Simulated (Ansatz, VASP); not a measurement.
Two plane-wave programs on MgO

INCAR

```
  ALGO = Normal
  EDIFF = 1E-7
  ENCUT = 520
  GGA = PS
  ISIF = 2
  ISMEAR = 0
  LASPH = True
  LCHARG = False
  LREAL = False
  LWAVE = False
  NBANDS = 16
  NELM = 80
  PREC = Accurate
  SIGMA = 0.05
```

File KPOINTS:

```
k-points
0
Gamma
  9 9 6
```

Contents of POSCAR:

```
MgO
1.0
    3.3486902732      0.0000000000      0.0000000000
   -1.6743451366      2.9000508460      0.0000000000
    0.0000000000      0.0000000000      4.8847345015
Mg O
2 2
Direct
    0.3333333333      0.6666666667      0.0036583380
    0.6666666667      0.3333333333      0.5036583380
    0.3333333333      0.6666666667      0.4009416620
    0.6666666667      0.3333333333      0.9009416620
```

Input for Ansatz:

```yaml
crystal:
  lattice:
    - [3.3486902732, 0.0, 0.0]
    - [-1.6743451366, 2.900050846, 0.0]
    - [0.0, 0.0, 4.8847345015]
  atoms:
    - { symbol: Mg, position: [0.3333333333, 0.6666666667, 0.003658338] }
    - { symbol: Mg, position: [0.6666666667, 0.3333333333, 0.503658338] }
    - { symbol: O, position: [0.3333333333, 0.6666666667, 0.400941662] }
    - { symbol: O, position: [0.6666666667, 0.3333333333, 0.900941662] }
basis:
  ecutwfc: 520.0
kpoints:
  mp_grid: { grid: [9, 9, 6] }
hamiltonian:
  xc: pbesol
  pseudopotentials: { kind: paw, azcp: { folder: soft_1 } }
scf:
  occupations: { method: gaussian, width: 0.05 }
output:
  forces: true
  stress: true
  eigenvalues: true
```

Alike in both runs: task single point; functional PBEsol; k mesh 9 × 9 × 6; occupations gaussian, width 0.05 eV; no spin polarisation.

|  | VASP | Ansatz |
| --- | --- | --- |
| version | VASP 6.6.1 | Ansatz 0.2.0 |
| potentials or method | VASP PAW PBE potentials, release 64 (Mg, O), cutoff 520 eV | scalar-relativistic, plane waves, PAW |
| valence electrons in the cell | 16 | 32 |

Ansatz gave:

```
gap on the k mesh at the Fermi level (eV)                     : 3.30
least direct gap on the mesh (eV)                             : 3.30
pressure (GPa)                                                : -0.2
traceless stress, the component that is largest in VASP (GPa) : 5.35
rms of the force components (eV/Å)                            : 0.266
```

Q: Which values does VASP return?

A: gap on the k mesh at the Fermi level (eV): 3.29; least direct gap on the mesh (eV): 3.29; pressure (GPa): -0.5; traceless stress, the component that is largest in VASP (GPa): 5.47; rms of the force components (eV/Å): 0.269.

VASP's potentials were made for PBE, not for PBEsol, and Ansatz warns of the same on its side. Atom by atom the forces differ by 0.003 eV/Å (rms over components). The functional is the same, so the differences come from potentials, cutoffs and numerics. VASP's potentials hold 16 valence electrons a cell and Ansatz's 32, so a difference there can come from the potentials and not from the codes.
